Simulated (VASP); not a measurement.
Input of a VASP 6.6.1 run:

Contents of INCAR:

```
ALGO = Normal ; EDIFF = 1E-6
ENCUT = 520 ; GGA = PE
ISIF = 2 ; ISMEAR = -1
LASPH = True ; LCHARG = False
LREAL = False ; LWAVE = False
NBANDS = 16 ; NELM = 60
PREC = Accurate ; SIGMA = 0.1
```

Contents of KPOINTS:

```
k-points
0
Gamma
  11 11 11
```

Contents of POSCAR:

```
InSb
1.0
    0.0000000000      3.0804649055      3.0804649055
    3.0804649055      0.0000000000      3.0804649055
    3.0804649055      3.0804649055      0.0000000000
In Sb
1 1
Direct
    0.0000000000      0.0000000000      0.0000000000
    0.2500000000      0.2500000000      0.2500000000
```

Potentials or basis: VASP PAW PBE potentials, release 64 (In_d, Sb).

Command:

```bash
$ cat potpaw_PBE.64/In_d/POTCAR potpaw_PBE.64/Sb/POTCAR > POTCAR
$ mpirun -np 1 vasp_std > vasp.out
```

Question: Estimate the pressure.

Answer: 13.9 GPa.

Question: What does it give for the band gap on the k mesh?

Answer: 0.71 eV, direct.

Caveat: spin-orbit coupling is left out, which moves the levels of the heavy elements. A k mesh can miss the band edges.
